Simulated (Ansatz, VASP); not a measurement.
**LuAl3N4: VASP beside Ansatz**

```xyz
8
Lattice="6.5550 0.0000 0.0000 -3.2775 5.6768 0.0000 0.0000 0.0000 4.5977" Properties=species:S:1:pos:R:3 pbc="T T T"
Lu    0.0000    0.0000    2.2988
Al    1.6290    2.8440    2.2988
Al    0.0000    5.6656    2.2988
Al   -1.6290    2.8440    2.2988
N     3.2775    1.8923    2.2988
N    -1.4921    4.6460    2.2988
N     0.0000    2.0616    2.2988
N     1.4921    4.6460    2.2988
```

Alike in both runs: functional PBE; k mesh 3 × 3 × 3; occupations gaussian, width 0.15 eV; no spin polarisation.

Ansatz relaxed the structure, and its values are those at the end. VASP's run is a single point on that final structure, the one shown.

|  | VASP | Ansatz |
| --- | --- | --- |
| version | VASP 6.6.1 | Ansatz 0.2.0 |
| potentials or method | VASP PAW PBE potentials, release 64 (Lu, Al, N), cutoff 520 eV | scalar-relativistic, plane waves, PAW |
| valence electrons in the cell | 54 | 54 |

VASP gave:

```
gap on the k mesh at the Fermi level (eV) : 0.85
least direct gap on the mesh (eV)         : 1.19
pressure (GPa)                            : 0.3
rms of the force components (eV/Å)        : 0.030
```

Question: Which values does Ansatz return?

Answer: gap on the k mesh at the Fermi level (eV): 0.86; least direct gap on the mesh (eV): 1.20; pressure (GPa): 0.2; rms of the force components (eV/Å): 0.005.

The k mesh is coarse, so the values compare programs but aren't converged. Neither program's run includes spin-orbit coupling.
